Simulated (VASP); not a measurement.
# HfN (Fm-3m) in VASP: further runs

Runs on HfN. Level: PBE. Tasks: single point.

All numbers are computed with VASP 6.6.1; they aren't measurements. Logs are shortened: lines on timing, memory, paths and dates and some standing lists are left out, and cuts for length are marked.

## (1) The cell of the first run

Symmetry: Fm-3m, No. 225, cubic system. Conventional cell: a = 4.512 Å, b = 4.512 Å, c = 4.512 Å, α = 90.00°, β = 90.00°, γ = 90.00°. Hf (site symmetry m-3m) has 6 N at 2.26 Å within 3.0 Å. N (site symmetry m-3m) has 6 Hf at 2.26 Å within 3.0 Å.

## (2) Single point, PBE

Contents of INCAR:

```
SYSTEM = HfN
  PREC = Accurate
  ENCUT = 520
  EDIFF = 1E-7
  ISMEAR = 0
  SIGMA = 0.1
  LREAL = .False.
  LASPH = .True.
  NELM = 100
  ALGO = Normal
  ISIF = 2
  LWAVE = .False.
  LCHARG = .False.
  GGA = PE
  NBANDS = 14
```

Contents of KPOINTS:

```
Automatic mesh
0
Gamma
  11 11 11
  0 0 0
```

Contents of POSCAR:

```
HfN
1.0
    0.0000000000      2.2560000000      2.2560000000
    2.2560000000      0.0000000000      2.2560000000
    2.2560000000      2.2560000000      0.0000000000
Hf N
1 1
Direct
    0.0000000000      0.0000000000      0.0000000000
    0.5000000000      0.5000000000      0.5000000000
```

Potentials or basis: VASP PAW PBE potentials, release 64 (Hf_pv, N).

Run with:

```console
> cat potpaw_PBE.64/Hf_pv/POTCAR potpaw_PBE.64/N/POTCAR > POTCAR
> mpirun -np 1 vasp_std > vasp.out
```

OUTCAR:

```text
SYSTEM = HfN
   PREC = Accurate
   ENCUT = 520
   EDIFF = 1E-7
   ISMEAR = 0
   LREAL = .False.
   LASPH = .True.
   NELM = 100
   ISIF = 2
   GGA = PE

 ion  position               nearest neighbor table
   1  0.000  0.000  0.000-   2 2.26   2 2.26   2 2.26   2 2.26   2 2.26   2 2.26
   2  0.500  0.500  0.500-   1 2.26   1 2.26   1 2.26   1 2.26   1 2.26   1 2.26

  LATTYP: Found a face centered cubic cell.
 ALAT       =     4.5120000000

  Lattice vectors:

 A1 = (   0.0000000000,   2.2560000000,   2.2560000000)
 A2 = (   2.2560000000,   0.0000000000,   2.2560000000)
 A3 = (   2.2560000000,   2.2560000000,   0.0000000000)

Analysis of symmetry for initial positions (statically):
=====================================================================
 Subroutine PRICEL returns:
 Original cell was already a primitive cell.

 Routine SETGRP: Setting up the symmetry group for a
 face centered cubic supercell.

 Subroutine GETGRP returns: Found 48 space group operations
 (whereof 48 operations were pure point group operations)
 out of a pool of 48 trial point group operations.

The static configuration has the point symmetry O_h .

Analysis of symmetry for dynamics (positions and initial velocities):
=====================================================================
 Subroutine PRICEL returns:
 Original cell was already a primitive cell.

 Routine SETGRP: Setting up the symmetry group for a
 face centered cubic supercell.

 Subroutine GETGRP returns: Found 48 space group operations
 (whereof 48 operations were pure point group operations)
 out of a pool of 48 trial point group operations.

The dynamic configuration has the point symmetry O_h .

 Subroutine INISYM returns: Found 48 space group operations
 (whereof 48 operations are pure point group operations),
 and found     1 'primitive' translations

----------------------------------------------------------------------------------------

                                     Primitive cell

  volume of cell :      22.9640

  direct lattice vectors                    reciprocal lattice vectors
     0.000000000  2.256000000  2.256000000    -0.221631206  0.221631206  0.221631206
     2.256000000  0.000000000  2.256000000     0.221631206 -0.221631206  0.221631206
     2.256000000  2.256000000  0.000000000     0.221631206  0.221631206 -0.221631206

  length of vectors
     3.190465797  3.190465797  3.190465797     0.383876509  0.383876509  0.383876509

  position of ions in fractional coordinates (direct lattice)
     0.000000000  0.000000000  0.000000000
     0.500000000  0.500000000  0.500000000

  ion indices of the primitive-cell ions
   primitive index   ion index
                 1           1
                 2           2

----------------------------------------------------------------------------------------

 KPOINTS: Automatic mesh

Automatic generation of k-mesh.
 Grid dimensions read from file:
 generate k-points for:   11   11   11

 Generating k-lattice:

  Cartesian coordinates                     Fractional coordinates (reciprocal lattice)
    -0.020148291  0.020148291  0.020148291     0.090909091  0.000000000  0.000000000
     0.020148291 -0.020148291  0.020148291     0.000000000  0.090909091  0.000000000
     0.020148291  0.020148291 -0.020148291     0.000000000  0.000000000  0.090909091

  Length of vectors
     0.034897864  0.034897864  0.034897864

  Shift w.r.t. Gamma in fractional coordinates (k-lattice)
     0.000000000  0.000000000  0.000000000

 Subroutine IBZKPT returns following result:
 ===========================================

 Found     56 irreducible k-points:

 Following reciprocal coordinates:
            Coordinates               Weight
  0.000000  0.000000  0.000000      1.000000
  0.090909  0.000000  0.000000      8.000000
  0.181818  0.000000  0.000000      8.000000
  0.272727  0.000000  0.000000      8.000000
  0.363636  0.000000  0.000000      8.000000
  0.454545  0.000000  0.000000      8.000000
[... 16 lines left out ...]
 -0.272727  0.181818  0.000000     24.000000
 -0.181818  0.181818  0.000000     12.000000
 [... further k-points ...]
   k-points           NKPTS =     56   k-points in BZ     NKDIM =     56   number of bands    NBANDS=     14
   number of dos      NEDOS =    301   number of ions     NIONS =      2
   total plane-waves  NPLWV =  13824
   dimension x,y,z NGX =    24 NGY =   24 NGZ =   24
   dimension x,y,z NGXF=    48 NGYF=   48 NGZF=   48
   ions per type =               1   1
   NGX,Y,Z   is equivalent  to a cutoff of  12.51, 12.51, 12.51 a.u.
   NGXF,Y,Z  is equivalent  to a cutoff of  25.01, 25.01, 25.01 a.u.
 SYSTEM =  HfN
   PREC   = accura    normal or accurate (medium, high low for compatibility)
   ISTART =      0    job   : 0-new  1-cont  2-samecut
   ICHARG =      2    charge: 1-file 2-atom 10-const
   ISPIN  =      1    spin polarized calculation?
   LNONCOLLINEAR =      F non collinear calculations
   LSORBIT =      F    spin-orbit coupling
   LASPH  =      T    aspherical Exc in radial PAW
   ENCUT  =  520.0 eV  38.22 Ry    6.18 a.u.   5.93  5.93  5.93*2*pi/ulx,y,z
   NELM   =    100;   NELMIN=  2; NELMDL= -5     # of ELM steps
   EDIFF  = 0.1E-06   stopping-criterion for ELM
   LREAL  =      F    real-space projection
   EDIFFG = 0.1E-05   stopping-criterion for IOM
   NSW    =      0    number of steps for IOM
   IBRION =     -1    ionic relax: 0-MD 1-quasi-New 2-CG
   NFREE  =      0    steps in history (QN), initial steepest desc. (CG)
   ISIF   =      2    stress and relaxation
   ISYM   =      2    0-nonsym 1-usesym 2-fastsym
   POTIM  = 0.5000    time-step for ionic-motion
   TEBEG  =    0.0;   TEEND  =   0.0 temperature during run
   PSTRESS=    0.0 pullay stress
   NELECT =      15.0000    total number of electrons
   NUPDOWN=      -1.0000    fix difference up-down
   EMIN   =  10.00;   EMAX   =-10.00  energy-range for DOS
   EFERMI =   0.00;   METHOD = LEGACY
   ISMEAR =     0;   SIGMA  =   0.10  broadening in eV -4-tet -1-fermi 0-gaus
   EFERMI_NEDOS =   21; number of points for ismear=-14 and -15
   IALGO  =     38    algorithm
   IMIX   =      4    mixing-type and parameters
     AMIX     =   0.40;   BMIX     =  1.00
     AMIX_MAG =   1.60;   BMIX_MAG =  1.00
  volume/ion in A,a.u.               =      11.48        77.48
  Fermi-wavevector in a.u.,A,eV,Ry     =   1.420440  2.684242 27.451783  2.017649
  Thomas-Fermi vector in A             =   2.541355
   LORBIT       =      0    0 simple, 1 ext, 2 COOP (PROOUT), +10 PAW based schemes
   GGA     = PE    functional components
   LHFCALC =     F    Hartree Fock is set to
   AEXX    =    0.0000 exact exchange contribution
   IVDW    =     0    specifies the selected vdW correction
   LEPSILON=     F    determine dielectric tensor
   LRPA    =     F    only Hartree local field effects (RPA)
 non-spin polarized calculation
 Gauss-broadening in eV      SIGMA  =   0.10
  energy-cutoff  :      520.00
  volume of cell :       22.96
 maximum number of plane-waves:       628
   NGX = 11   NGY = 11   NGZ = 11

 number of electron      15.0000001 magnetization

 Free energy of the ion-electron system (eV)
  ---------------------------------------------------
  ext. energy  EPLUGINS =         0.00000000
  ---------------------------------------------------
  free energy    TOTEN  =       -21.74861757 eV

  energy without entropy =      -21.74457475  energy(sigma->0) =      -21.74659616

 E-fermi :   8.3678     XC(G=0): -12.7534

 val. band max:        8.3602261831   @ k =   0.4545   0.1818   0.0000
 cond. band min:       8.4054157422   @ k =  -0.0909   0.0909   0.0000
 fundamental gap:      0.0451895591
 Fermi energy:         8.3678303228

 k-point     1 :       0.0000    0.0000    0.0000
  band No.  band energies     occupation
      1     -22.7182      2.00000
      2     -22.7182      2.00000
      3     -22.7182      2.00000
      4      -9.1115      2.00000
      5       5.3901      2.00000
      6       5.3901      2.00000
      7       5.3901      2.00000
      8       8.0716      1.99997
      9       8.0716      1.99997
     10       8.0716      1.99997
     11      10.2562      0.00000
     12      10.3987      0.00000
     13      10.3987      0.00000
     14      17.9941      0.00000

 k-point     2 :       0.0909    0.0000    0.0000
  band No.  band energies     occupation
      1     -22.8031      2.00000
      2     -22.7253      2.00000
      3     -22.7253      2.00000
      4      -8.9208      2.00000
      5       4.6038      2.00000
      6       4.9273      2.00000
      7       4.9273      2.00000
      8       8.2699      1.83382
      9       8.3459      1.24359
     10       8.3459      1.24359
     11      10.8467      0.00000
     12      11.0201      0.00000
     13      11.0201      0.00000
     14      18.6352      0.00000

 k-point     3 :       0.1818    0.0000    0.0000
  band No.  band energies     occupation
      1     -23.0232      2.00000
      2     -22.7441      2.00000
      3     -22.7441      2.00000
      4      -8.3985      2.00000
      5       3.1053      2.00000
      6       4.0307      2.00000
      7       4.0307      2.00000
      8       8.5954      0.00129
      9       9.0377      0.00000
     10       9.0377      0.00000
     11      12.1355      0.00000
     12      12.4736      0.00000
     13      12.4736      0.00000
     14      20.2439      0.00000

 k-point     4 :       0.2727    0.0000    0.0000
  band No.  band energies     occupation
      1     -23.2963      2.00000
      2     -22.7685      2.00000
      3     -22.7685      2.00000
      4      -7.6755      2.00000
      5       1.5978      2.00000
      6       3.1883      2.00000
      7       3.1883      2.00000
      8       9.1679      0.00000
      9      10.0369      0.00000
     10      10.0369      0.00000
     11      13.3823      0.00000
     12      14.2121      0.00000
     13      14.2121      0.00000
     14      20.6430      0.00000

 k-point     5 :       0.3636    0.0000    0.0000
  band No.  band energies     occupation
      1     -23.5344      2.00000
      2     -22.7908      2.00000
      3     -22.7908      2.00000
      4      -6.9386      2.00000
      5       0.3556      2.00000
      6       2.5760      2.00000
      7       2.5760      2.00000
      8      10.1229      0.00000
      9      11.1676      0.00000
     10      11.1676      0.00000
     11      13.8681      0.00000
[... 276 lines left out ...]
 k-point    22 :      -0.3636    0.1818    0.0000
  band No.  band energies     occupation
      1     -23.5367      2.00000
      2     -23.0127      2.00000
      3     -22.8272      2.00000
      4      -6.8126      2.00000
      5       0.3596      2.00000
      6       2.4644      2.00000
      7       2.7525      2.00000
      8      10.5384      0.00000
      9      11.2462      0.00000
     10      11.4055      0.00000
     11      14.1174      0.00000
     12      16.8308      0.00000
     13      17.3113      0.00000
     14      19.7381      0.00000

 k-point    23 :      -0.2727    0.1818    0.0000
  band No.  band energies     occupation
      1     -23.4174      2.00000
      2     -22.9922      2.00000
      3     -22.7870      2.00000
      4      -7.1090      2.00000
      5       0.7226      2.00000
      6       2.5445      2.00000
      7       3.1510      2.00000
      8       9.8153      0.00000
      9      10.3441      0.00000
     10      11.9826      0.00000
     11      12.7990      0.00000
     12      15.6818      0.00000
     13      16.8929      0.00000
     14      20.4936      0.00000

 k-point    24 :      -0.1818    0.1818    0.0000
  band No.  band energies     occupation
      1     -23.2656      2.00000
      2     -22.9193      2.00000
      3     -22.7535      2.00000
      4      -7.5845      2.00000
      5       1.4264      2.00000
      6       2.8735      2.00000
      7       3.6233      2.00000
      8       9.2718      0.00000
      9       9.4939      0.00000
     10      11.5134      0.00000
     11      11.6957      0.00000
     12      14.6464      0.00000
     13      15.6337      0.00000
     14      20.6434      0.00000

 [... further k-points ...]
[... 5 lines left out ...]
  --------------------------------------------------------------------------------------
  -------------------------------------------------------------------------------------
  Total        0.6066159      0.6066159      0.6066159      0.0000000      0.0000000      0.0000000
  in kB       42.3230650     42.3230650     42.3230650      0.0000000      0.0000000      0.0000000
  external PRESSURE =      42.3230650 kB  Pullay stress =       0.0000000 kB

 VOLUME and BASIS-vectors are now :
 -----------------------------------------------------------------------------
  energy-cutoff  :      520.00
  volume of cell :       22.96
      direct lattice vectors                 reciprocal lattice vectors
     0.000000000  2.256000000  2.256000000    -0.221631206  0.221631206  0.221631206
     2.256000000  0.000000000  2.256000000     0.221631206 -0.221631206  0.221631206
     2.256000000  2.256000000  0.000000000     0.221631206  0.221631206 -0.221631206

 POSITION                                       TOTAL-FORCE (eV/Angst)
 -----------------------------------------------------------------------------------
      0.00000      0.00000      0.00000         0.000000      0.000000     -0.000000
      2.25600      2.25600      2.25600        -0.000000     -0.000000      0.000000
 -----------------------------------------------------------------------------------
    total drift:                                0.000000     -0.000000     -0.000000

  FREE ENERGIE OF THE ION-ELECTRON SYSTEM (eV)
  ---------------------------------------------------
  free  energy   TOTEN  =       -21.7486175683 eV

  energy  without entropy=      -21.7445747545  energy(sigma->0) =      -21.74659616
```

It took 27 s on 1 thread of Intel Xeon 6975P-C, shared host; peak memory 0.15 GiB.

What came out:

```yaml
Free_energy: -21.7486 eV
Pressure: 4.2 GPa
```

Caveat: spin-orbit coupling is left out, which moves the levels of the heavy elements.

[end of part 1 of 2]
